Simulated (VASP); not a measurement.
Set up this calculation in VASP 6.6.1, as the native input.

```
Task                   : single point
Functional             : PBE
Potentials or basis    : VASP PAW PBE potentials, release 64 (Nb_sv, C)
Cutoff                 : 520 eV
k mesh                 : 6 × 6 × 4
Occupations            : gaussian, width 0.1 eV
Spin                   : no spin polarisation
Dipole correction      : no
Further INCAR settings : ALGO = Normal; EDIFF = 1e-07; NBANDS = 53
```

The structure of Nb3C lies in POSCAR:

```
Nb3C
1.0
    5.3474818012      0.0000000000      0.0000000000
   -2.6737409006      4.6310550861      0.0000000000
    0.0000000000      0.0000000000      4.7556375826
Nb C
6 2
Direct
    0.3361052335      0.1680526167      0.7500000000
    0.8319473833      0.6638947665      0.7500000000
    0.1680526167      0.8319473833      0.2500000000
    0.6638947665      0.8319473833      0.2500000000
    0.1680526167      0.3361052335      0.2500000000
    0.8319473833      0.1680526167      0.7500000000
    0.6666666667      0.3333333333      0.2500000000
    0.3333333333      0.6666666667      0.7500000000
```

The cell was built from a structure type or drawn by symmetry, and may not be a known phase.

One way to write it, as run:

INCAR

```
PREC = Accurate
ENCUT = 520
EDIFF = 1E-7
ISMEAR = 0
SIGMA = 0.1
LREAL = F
LASPH = T
NELM = 100
ALGO = Normal
ISIF = 2
LWAVE = F
LCHARG = T
GGA = PE
LELF = T
LVHAR = T
NBANDS = 53
```

KPOINTS

```
regular mesh
0
Gamma
  6 6 4
```

Potentials or basis: VASP PAW PBE potentials, release 64 (Nb_sv, C).

Launch:

```sh
$ cat potpaw_PBE.64/Nb_sv/POTCAR potpaw_PBE.64/C/POTCAR > POTCAR
$ mpirun -np 1 vasp_std > vasp.out
```

Results of the run:

| Item | Value |
| --- | --- |
| Pressure | -0.3 GPa |
| Largest force | 0.015 eV/Å |
| Band gap on the k mesh | zero (bands 43 and 44 overlap by 1.60 eV) |

Run time: 3.4 min on 1 thread of Intel(R) Xeon(R) Platinum 8259CL CPU @ 2.50GHz (Skylake/Cascade Lake), with other jobs on the host, peak memory 0.27 GiB.
